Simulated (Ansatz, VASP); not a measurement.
**Cd: VASP beside Ansatz**

```
CELL_PARAMETERS angstrom
-3.62795 3.62795 3.62795
3.62795 -3.62795 3.62795
3.62795 3.62795 -3.62795
ATOMIC_POSITIONS crystal
Cd 0.20600 0.20600 0.20600
Cd 0.50000 0.00000 0.29400
Cd 0.29400 0.50000 0.00000
Cd 0.00000 0.29400 0.50000
Cd 0.79400 0.79400 0.79400
Cd 0.50000 0.00000 0.70600
Cd 0.70600 0.50000 0.00000
Cd 0.00000 0.70600 0.50000
```

Alike in both runs: task single point; functional PBE; k mesh 4 × 4 × 4; occupations gaussian, width 0.1 eV; no spin polarisation.

|  | VASP | Ansatz |
| --- | --- | --- |
| version | VASP 6.6.1 | Ansatz 0.2.0 |
| potentials or method | VASP PAW PBE potentials, release 64 (Cd), cutoff 520 eV | scalar-relativistic, plane waves, PAW |
| valence electrons in the cell | 96 | 160 |

VASP gave:

* gap on the k mesh at the Fermi level (eV): none
* pressure (GPa): 16.3
* rms of the force components (eV/Å): 0.605

Task: Which values does Ansatz return?

Result: gap on the k mesh at the Fermi level (eV): none; pressure (GPa): 15.6; rms of the force components (eV/Å): 0.584.

Atom by atom the forces differ by 0.021 eV/Å (rms over components). A gap of «none» marks a metal or a gap that the smearing closes. VASP's potentials hold 96 valence electrons a cell and Ansatz's 160, so a difference there can come from the potentials and not from the codes.
